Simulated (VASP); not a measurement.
# AlNi (rocksalt type): relaxation of cell and atoms with PBE

Crystal: AlNi (rocksalt type).

```xyz
2
Lattice="0.0000 2.2364 2.2364 2.2364 0.0000 2.2364 2.2364 2.2364 0.0000" Properties=species:S:1:pos:R:3 pbc="T T T"
Ni    0.0000    0.0000    0.0000
Al    2.2364    2.2364    2.2364
```

* Program: VASP 6.6.1
* Task: relaxation of cell and atoms
* Functional: PBE
* Potentials or basis: VASP PAW PBE potentials, release 64 (Ni, Al)
* Cutoff: 600 eV
* k mesh: 15 × 15 × 15
* Occupations: fermi-dirac, width 0.08 eV
* Spin: no spin polarisation
* Target pressure: 46 GPa
* Dipole correction: no
* Further INCAR settings: ALGO = Normal; EDIFF = 1e-06; IBRION = 2; EDIFFG = -0.005; NSW = 60; ISIF = 3

* Relaxed volume: 11.19 Å³/atom
* Relaxed cell: a = 3.163 Å, b = 3.163 Å, c = 3.163 Å, α = 60.00°, β = 60.00°, γ = 60.00°
* Space group after relaxing (to 0.1 Å): Fm-3m (No. 225)
* Energy change on relaxing (the run minimises the enthalpy): -2.2 meV/atom
* Ionic steps: 3
* Pressure after relaxing: 46.0 GPa
* Band gap on the k mesh: zero (an odd number of electrons rules out a gap without spin polarisation)

The path:
```csv
step,energy change (eV),largest force (eV/Å),pressure (GPa),volume (Å³)
1,0.0000,0.0000,46.19,22.37
2,-0.0124,0.0000,45.66,22.41
3,-0.0044,0.0000,46.02,22.39
```

Final structure:
```
Ni Al
1.0
     0.00000    2.23689    2.23689
     2.23689    0.00000    2.23689
     2.23689    2.23689    0.00000
Ni Al
1 1
Direct
  0.00000 0.00000 0.00000
  0.50000 0.50000 0.50000
```

Levels at points of the mesh, in eV from the Fermi level:
```tsv
k point	band 3	band 4	band 5	band 6	band 7	band 8	band 9	band 10
(0.00, 0.00, 0.00)	-2.99	-2.99	-2.83	-2.83	8.32	8.32	8.32	11.61
```

Wall time 100 s on 1 thread of Intel Xeon 8259CL, on a shared host, peak memory 0.19 GiB.

Caveat: the cell is relaxed towards a set pressure, so the run minimises the enthalpy, not the energy. Spin polarisation is off, so any magnetic state and its effect on volume and gap are missing.
